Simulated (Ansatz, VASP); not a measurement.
**CoO: VASP beside Ansatz**

```
CELL_PARAMETERS angstrom
3.13571 0.00000 0.00000
-1.56786 2.71561 0.00000
0.00000 0.00000 5.32729
ATOMIC_POSITIONS crystal
Co 0.00000 0.00000 0.00876
Co 0.33333 0.66667 0.50876
O 0.00000 0.00000 0.36624
O 0.33333 0.66667 0.86624
```

Alike in both runs: task single point; functional PBE; k mesh 12 × 12 × 8; occupations gaussian, width 0.01 eV; collinear spin.

|  | VASP | Ansatz |
| --- | --- | --- |
| version | VASP 6.6.1 | Ansatz 0.2.0 |
| potentials or method | VASP PAW PBE potentials, release 64 (Co, O), cutoff 520 eV | scalar-relativistic, plane waves, PAW |
| valence electrons in the cell | 30 | 46 |

```tsv
	VASP	Ansatz	Ansatz less VASP
gap on the k mesh at the Fermi level (eV)	0.10	0.10	+0.002
least direct gap on the mesh (eV)	0.21	0.20	-0.014
pressure (GPa)	1.1	1.2	+0.08
traceless stress, the component that is largest in VASP (GPa)	-1.31	-1.22	+0.088
rms of the force components (eV/Å)	0.003	0.000	-0.0033
net moment per atom (μB)	0.00	0.00	0.000
size of the moment on the site where the two differ most (μB)	2.26	2.10	-0.163
```

Site moments also hang on the region over which each program counts them. Atom by atom the forces differ by 0.003 eV/Å (rms over components). VASP's potentials hold 30 valence electrons a cell and Ansatz's 46, so a difference there can come from the potentials and not from the codes. Ansatz's warnings: stability check not made.
